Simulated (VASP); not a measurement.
Wanted: the native input for a VASP 6.6.1 run.

* Task: single point
* Functional: PBEsol
* Potentials or basis: VASP PAW PBE potentials, release 64 (Al, Ga_d, N)
* Cutoff: 600 eV
* k mesh: 2 × 2 × 2, shifted
* Occupations: fermi-dirac, width 0.05 eV
* Spin: collinear spin
* Starting moments: [0.062, 0.062, 0.062, 0.062, 0.062, 0.062, 0.062, 0.062, 0.062, 0.062, 0.062, 0.062, 0.062, 0.062, 0.062, 0.062] μB
* Dipole correction: no
* Further INCAR settings: ALGO = Normal; EDIFF = 1e-06; NBANDS = 80

The structure of AlGa3N4 lies in POSCAR:

```
AlGa3N4
1.0
    8.9456740000      0.0000000000      0.0000000000
    0.0000000000      4.4728370000      0.0000000000
    0.0000000000      0.0000000000      4.4728370000
Al Ga N
2 6 8
Direct
    0.0060000000      0.0033050000      0.0035500000
    0.2481950000      0.9940380000      0.5089590000
    0.4971740000      0.9910000000      0.0050720000
    0.2532000000      0.5022010000      0.9971760000
    0.7490080000      0.5065230000      0.0027750000
    0.7509280000      0.0017620000      0.4973090000
    0.9983410000      0.4955680000      0.4990410000
    0.5036630000      0.5001810000      0.4943120000
    0.1267060000      0.2502310000      0.2478840000
    0.6241000000      0.2450080000      0.2439360000
    0.3734820000      0.7515830000      0.2549430000
    0.8739630000      0.7495800000      0.2489140000
    0.3766860000      0.2464980000      0.7486340000
    0.8735450000      0.2553640000      0.7501670000
    0.1254290000      0.7540470000      0.7501600000
    0.6251240000      0.7421710000      0.7552970000
```

One way to write it, as run:

INCAR

```
ALGO = Normal ; EDIFF = 1E-6
ENCUT = 600 ; GGA = PS
GGA_COMPAT = F ; ISIF = 2
ISMEAR = -1 ; ISPIN = 2
LASPH = T ; LCHARG = F
LORBIT = 11 ; LREAL = F
LWAVE = F ; MAGMOM = 0.062 0.062 0.062 0.062 0.062 0.062 0.062 0.062 0.062 0.062 0.062 0.062 0.062 0.062 0.062 0.062
NBANDS = 80 ; NELM = 200
PREC = Accurate ; SIGMA = 0.05
```

KPOINTS

```
Automatic mesh
0
Gamma
  2 2 2
  0.5 0.5 0.5
```

Potentials or basis: VASP PAW PBE potentials, release 64 (Al, Ga_d, N).

Command:

```sh
$ cat potpaw_PBE.64/Al/POTCAR potpaw_PBE.64/Ga_d/POTCAR potpaw_PBE.64/N/POTCAR > POTCAR
$ mpirun -np 1 vasp_std > vasp.out
```

Results of the run:

```yaml
Pressure: -0.5 GPa
Largest_force: 1.360 eV/Å
Band_gap_on_the_k_mesh: 4.52 eV
Net_moment: 0.00 μB per cell
Valence_electrons_inside_the_program's_atomic_spheres: Al 0.78, 0.79; Ga 11.94, 11.90, 11.96, 11.89, 11.91 (each value once); N 3.75, 3.73, 3.74, 3.76 (each value once)
```

Caveat: the k points lie up to 0.70 Å⁻¹ apart; the PAW data sets were made with another functional, which shifts forces and pressure a little; a shifted mesh leaves out Γ, where band edges can lie.

Run time: 4.9 min on 1 thread of AMD EPYC 7R43 64-Core Processor (Zen 3) (shared host), peak memory 0.36 GiB.
